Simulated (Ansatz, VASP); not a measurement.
**One calculation of Mg, two programs**

Contents of INCAR:

```
PREC     = Accurate       # precision mode
ENCUT    = 600            # plane-wave cutoff, eV
EDIFF    = 1E-6           # SCF threshold, eV
ISMEAR   = -1             # smearing method
SIGMA    = 0.1            # smearing width, eV
LREAL    = F              # projectors in reciprocal space
LASPH    = T              # aspherical terms in the spheres
NELM     = 80             # most SCF steps
ALGO     = Normal         # electronic algorithm
ISIF     = 3              # what is computed and relaxed
LWAVE    = F              # write WAVECAR
LCHARG   = F              # write CHGCAR
GGA      = PE             # functional
IBRION   = 2              # ionic algorithm
NSW      = 80             # ionic steps
EDIFFG   = -0.01          # ionic threshold
```

The input KPOINTS:

```
regular mesh
0
Gamma
  11 11 11
```

File POSCAR:

```
Mg
1.0
    2.9277513048      0.0000000000      0.0000000000
    0.0000000000      2.9277513048      0.0000000000
    0.0000000000      0.0000000000      2.9277513048
Mg
1
Direct
    0.0000000000      0.0000000000      0.0000000000
```

Input for Ansatz:

```yaml
crystal:
  lattice:
    - [2.9277513048, 0.0, 0.0]
    - [0.0, 2.9277513048, 0.0]
    - [0.0, 0.0, 2.9277513048]
  atoms:
    - { symbol: Mg, position: [0.0, 0.0, 0.0] }
hamiltonian:
  xc: pbe
  pseudopotentials:
    kind: paw
    azcp:
      Mg: "pseudopotentials/Mg.paw.azcp"
basis:
  ecutwfc: 420
  fft_grid_basis: typed
kpoints:
  mp_grid: { grid: [11, 11, 11], shift: [0, 0, 0] }
magnetization:
  spin_polarized: false
scf:
  occupations: { method: fermi_dirac, width: 0.1 }
relax:
  max_steps: 60
  f_tol: 0.01
  cell: {}
```

Alike in both runs: task relaxation of cell and atoms; functional PBE; k mesh 11 × 11 × 11; occupations fermi-dirac, width 0.1 eV; no spin polarisation.

```csv
,VASP,Ansatz
version,VASP 6.6.1,Ansatz 0.2.0
potentials or method,"VASP PAW PBE potentials, release 64 (Mg), cutoff 600 eV","plane waves (420 eV) with PAW, scalar-relativistic"
valence electrons in the cell,2,10
```

```csv
,VASP,Ansatz,Ansatz less VASP
relaxed volume (Å³/atom),27.50,27.56,+0.058
relaxed cell length with the largest relative difference (Å),3.018,3.021,+0.0021
```

VASP's potentials hold 2 valence electrons a cell and Ansatz's 10, so a difference there can come from the potentials and not from the codes.
